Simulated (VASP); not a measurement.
Wanted: the native input for a VASP 6.6.1 run.

* Task: single point
* Functional: PBE
* Potentials or basis: VASP PAW PBE potentials, release 64 (Li_sv, Nb_sv, O)
* Cutoff: 520 eV
* k mesh: 7 × 7 × 7
* Occupations: fermi-dirac, width 0.02 eV
* Spin: no spin polarisation
* Dipole correction: no
* Further INCAR settings: ALGO = Normal; EDIFF = 1e-06; NBANDS = 45

The structure of LiNbO3 lies in POSCAR:

```
LiNbO3
1.0
    2.5689010133      1.4831556916      4.6345571000
   -2.5689010133      1.4831556916      4.6345571000
    0.0000000000     -2.9663113832      4.6345571000
Li Nb O
2 2 6
Direct
    0.7500000000      0.7500000000      0.7500000000
    0.2500000000      0.2500000000      0.2500000000
    0.5000000000      0.5000000000      0.5000000000
    0.0000000000      0.0000000000      0.0000000000
    0.6254536294      0.8745463706      0.2500000000
    0.2500000000      0.6254536294      0.8745463706
    0.8745463706      0.2500000000      0.6254536294
    0.7500000000      0.3745463706      0.1254536294
    0.3745463706      0.1254536294      0.7500000000
    0.1254536294      0.7500000000      0.3745463706
```

This cell differs from its parent crystal: z stretched by +3 %, then relaxed in part.

The input as run:

INCAR

```
  ALGO = Normal
  EDIFF = 1E-6
  ENCUT = 520
  GGA = PE
  ISIF = 2
  ISMEAR = -1
  LASPH = True
  LCHARG = False
  LREAL = False
  LWAVE = False
  NBANDS = 45
  NELM = 60
  PREC = Accurate
  SIGMA = 0.02
```

KPOINTS

```
k-points
0
Gamma
  7 7 7
```

Potentials or basis: VASP PAW PBE potentials, release 64 (Li_sv, Nb_sv, O).

The run is started by

```bash
$ cat potpaw_PBE.64/Li_sv/POTCAR potpaw_PBE.64/Nb_sv/POTCAR potpaw_PBE.64/O/POTCAR > POTCAR
$ mpirun -np 1 vasp_std > vasp.out
```

Results of the run:

```yaml
Largest_force: 0.027 eV/Å
Band_gap_on_the_k_mesh: 2.55 eV (least direct gap 2.68 eV)
```

Caveat: the cell differs from its parent crystal (z stretched by +3 %, then relaxed in part).

Wall time 6.1 min on 1 thread of Intel(R) Xeon(R) Platinum 8488C (Sapphire Rapids) (shared host), peak memory 0.35 GiB.
